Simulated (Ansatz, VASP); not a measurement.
## Zr3S2: VASP beside Ansatz

File INCAR:

```
SYSTEM = Zr3S2
ALGO     = Normal         ! electronic algorithm
EDIFF    = 1E-6           ! SCF threshold, eV
ENCUT    = 520            ! plane-wave cutoff, eV
GGA      = PS             ! functional
ISIF     = 2              ! what is computed and relaxed
ISMEAR   = -1             ! smearing method
LASPH    = .TRUE.         ! aspherical terms in the spheres
LCHARG   = .FALSE.        ! write CHGCAR
LREAL    = .FALSE.        ! projectors in reciprocal space
LWAVE    = .FALSE.        ! write WAVECAR
NBANDS   = 32             ! bands
NELM     = 100            ! most SCF steps
PREC     = Accurate       ! precision mode
SIGMA    = 0.05           ! smearing width, eV
```

Contents of KPOINTS:

```
k-points
0
G
  5 5 5
  0 0 0
```

File POSCAR:

```
Zr3S2
1.0
    2.9025379727      1.6757810799      3.4877732718
   -2.9025379727      1.6757810799      3.4877732718
    0.0000000000     -3.3515621597      3.4877732718
Zr S
3 2
Direct
    0.8387270000      0.5000000000      0.1612730000
    0.5000000000      0.1612730000      0.8387270000
    0.1612730000      0.8387270000      0.5000000000
    0.6650230000      0.6650230000      0.6650230000
    0.3349770000      0.3349770000      0.3349770000
```

input.yaml

```yaml
crystal:
  lattice:
    - [2.9025379727, 1.6757810799, 3.4877732718]
    - [-2.9025379727, 1.6757810799, 3.4877732718]
    - [0.0, -3.3515621597, 3.4877732718]
  atoms:
    - { symbol: Zr, position: [0.838727, 0.5, 0.161273] }
    - { symbol: Zr, position: [0.5, 0.161273, 0.838727] }
    - { symbol: Zr, position: [0.161273, 0.838727, 0.5] }
    - { symbol: S, position: [0.665023, 0.665023, 0.665023] }
    - { symbol: S, position: [0.334977, 0.334977, 0.334977] }
hamiltonian:
  xc: pbesol
  pseudopotentials: { kind: paw }
kpoints:
  mp_grid: { grid: [5, 5, 5] }
scf:
  occupations: { method: fermi_dirac, width: 0.05 }
output:
  forces: true
  stress: true
  eigenvalues: true
```

Alike in both runs: task single point; functional PBEsol; k mesh 5 × 5 × 5; occupations fermi-dirac, width 0.05 eV; no spin polarisation.

|  | VASP | Ansatz |
| --- | --- | --- |
| version | VASP 6.6.1 | Ansatz 0.2.0 |
| potentials or method | VASP PAW PBE potentials, release 64 (Zr_sv, S) | Ansatz PAW |
| plane-wave cutoff (eV) | 520 | 420 |
| valence electrons in the cell | 48 | 48 |

VASP gave:

| Quantity | Value |
| --- | --- |
| gap on the k mesh at the Fermi level (eV) | none |
| pressure (GPa) | -4.9 |
| traceless stress, the component that is largest in VASP (GPa) | -0.24 |
| rms of the force components (eV/Å) | 0.062 |

Q: What did Ansatz give for the same quantities?

A: gap on the k mesh at the Fermi level (eV): none; pressure (GPa): -5.1; traceless stress, the component that is largest in VASP (GPa): -0.31; rms of the force components (eV/Å): 0.065.

VASP's potentials were made for PBE, not for PBEsol. Atom by atom the forces differ by 0.003 eV/Å (rms over components). A gap of «none» marks a metal or a gap that the smearing closes. The functional is the same, so the differences come from potentials, cutoffs and numerics.
